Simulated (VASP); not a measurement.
A run of VASP 6.6.1:

The input POSCAR:

```
Ti4HC6
1.0
    3.0603581490      0.0000000000      0.0000000000
   -1.5301790745      2.6503479017      0.0000000000
    0.0000000000      0.0000000000     30.0950878602
C Ti H
6 4 1
Direct
    0.3333333333      0.6666666667      0.2824381187
    0.0000000000      0.0000000000      0.3654673485
    0.6665439980      0.3330879960      0.4479573048
    0.3330657859      0.6661315718      0.5319017269
   -0.0005967206     -0.0011934411      0.6244767017
    0.6655886739      1.3311773478      0.6415042193
    0.6666666666      0.3333333333      0.3239527337
    0.3333333333      0.6666666667      0.4069819635
   -0.0002490557     -0.0004981115      0.4889923991
    0.6663785406      0.3327570813      0.5692286813
    0.6659370807      1.3318741613      0.6775588147
```

The input INCAR.step1:

```
  PREC = Accurate
  ENCUT = 520
  ISMEAR = 0
  SIGMA = 0.1
  LREAL = F
  LASPH = T
  NELM = 100
  LDIPOL = T
  IDIPOL = 3
  DIPOL = 0.5 0.5 0.487
  NBANDS = 48
  GGA = PE
  ALGO = Normal
  EDIFF = 1E-4
  LWAVE = T
  LCHARG = F
```

The input INCAR.step2:

```
  PREC = Accurate
  ENCUT = 520
  EDIFF = 1E-6
  ISMEAR = 0
  SIGMA = 0.1
  LREAL = F
  LASPH = T
  NELM = 100
  ALGO = Normal
  ISIF = 2
  LWAVE = F
  LCHARG = F
  LDIPOL = T
  IDIPOL = 3
  DIPOL = 0.5 0.5 0.487
  METAGGA = R2SCAN
  LMIXTAU = T
  NBANDS = 48
  ISTART = 1
```

KPOINTS

```
Automatic mesh
0
Gamma
  12 12 1
```

Potentials or basis: VASP PAW PBE potentials, release 64 (C, Ti_sv, H).

The run is started by

```sh
$ cat potpaw_PBE.64/C/POTCAR potpaw_PBE.64/Ti_sv/POTCAR potpaw_PBE.64/H/POTCAR > POTCAR
$ cp INCAR.step1 INCAR
$ mpirun -np 1 vasp_std > vasp.out
$ cp INCAR.step2 INCAR
$ mpirun -np 1 vasp_std > vasp.out
```

Hardware: 1 thread of Oxide Virtual Turin-like Processor, on a shared host.

**Question.** How long does it take, and how much memory?

**Answer.** Wall time 96 min on 1 thread of Oxide Virtual Turin-like Processor, with other jobs on the host, peak memory 0.6 GiB. Counts: k points 43.
